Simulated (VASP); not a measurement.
# Sc: single point with r2SCAN

Crystal: Sc.

```
Sc
1.0
     3.02134    0.00000    0.00000
    -1.51067    2.61655    0.00000
     0.00000    0.00000    4.52544
Sc
2
Cartesian
  0.0000 1.7444 1.1314
  1.5107 0.8722 3.3941
```

```json
{
 "Program": "VASP 6.6.1",
 "Task": "single point",
 "Functional": "r2SCAN",
 "Potentials or basis": "VASP PAW PBE potentials, release 64 (Sc_sv)",
 "Cutoff": "520 eV",
 "k mesh": "10 × 10 × 6",
 "Occupations": "methfessel-paxton, width 0.15 eV",
 "Spin": "no spin polarisation"
}
```

```json
{
 "Pressure": "30.6 GPa",
 "Band gap on the k mesh": "zero (band 11 reaches 7.91 eV, above the bottom of band 12 at 5.13 eV)"
}
```

Stress tensor (GPa, compression positive):
```
30.67  0.00  0.00
 0.00 30.67  0.00
 0.00  0.00 30.58
```

Levels at points of the mesh, in eV from the Fermi level:
| k point | band 7 | band 8 | band 9 | band 10 | band 11 | band 12 | band 13 | band 14 | band 15 | band 16 |
| --- | --- | --- | --- | --- | --- | --- | --- | --- | --- | --- |
| (0.00, 0.00, 0.00) | -27.88 | -27.79 | -5.87 | -2.29 | 2.05 | 2.05 | 2.11 | 2.86 | 2.91 | 2.91 |
| (0.50, 0.00, 0.00) | -28.15 | -27.96 | -1.80 | -1.80 | -1.16 | -0.12 | 1.58 | 2.23 | 2.93 | 5.39 |
| (0.00, 0.00, 0.50) | -27.98 | -27.98 | -3.74 | -3.74 | 1.47 | 1.47 | 1.87 | 1.87 | 1.87 | 1.87 |
| (0.50, 0.00, 0.50) | -28.07 | -28.07 | -2.07 | -2.07 | 0.17 | 0.17 | 2.26 | 2.26 | 3.28 | 3.28 |

Wall time 100 s on 1 thread of Intel(R) Xeon(R) Platinum 8259CL CPU @ 2.50GHz (Skylake/Cascade Lake) (shared host), peak memory 0.17 GiB.

Caveat: the PAW data sets were made with another functional, which shifts forces and pressure a little.
